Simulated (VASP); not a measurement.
Wanted: the native input for a VASP 6.6.1 run.

| Item | Value |
| --- | --- |
| Task | single point |
| Functional | PBE |
| Potentials or basis | VASP PAW PBE potentials, release 64 (Ag) |
| Cutoff | 520 eV |
| k mesh | 16 × 16 × 16 |
| Occupations | fermi-dirac, width 0.1 eV |
| Spin | no spin polarisation |
| Dipole correction | no |
| Further INCAR settings | ALGO = Normal; EDIFF = 1e-06; NBANDS = 12 |

The structure of Ag lies in POSCAR:

```
Ag
1.0
    0.0000000000      1.6679057328      1.6679057328
    1.6679057328      0.0000000000      1.6679057328
    1.6679057328      1.6679057328      0.0000000000
Ag
1
Direct
    0.0000000000      0.0000000000      0.0000000000
```

This cell differs from its parent crystal: volume scaled by 0.52.

One way to write it, as run:

INCAR

```
ALGO = Normal
EDIFF = 1E-6
ENCUT = 520
GGA = PE
ISIF = 2
ISMEAR = -1
LASPH = T
LCHARG = F
LREAL = F
LWAVE = F
NBANDS = 12
NELM = 60
PREC = Accurate
SIGMA = 0.1
```

KPOINTS

```
k-points
0
Gamma
  16 16 16
```

Potentials or basis: VASP PAW PBE potentials, release 64 (Ag).

Command:

```console
$ cat potpaw_PBE.64/Ag/POTCAR > POTCAR
$ mpirun -np 1 vasp_std > vasp.out
```

It gave:

```
Pressure : 368.4 GPa
```

It took 10 s on 1 thread of AMD EPYC 9R14 (Zen 4), on a shared host, peak memory 0.1 GiB.
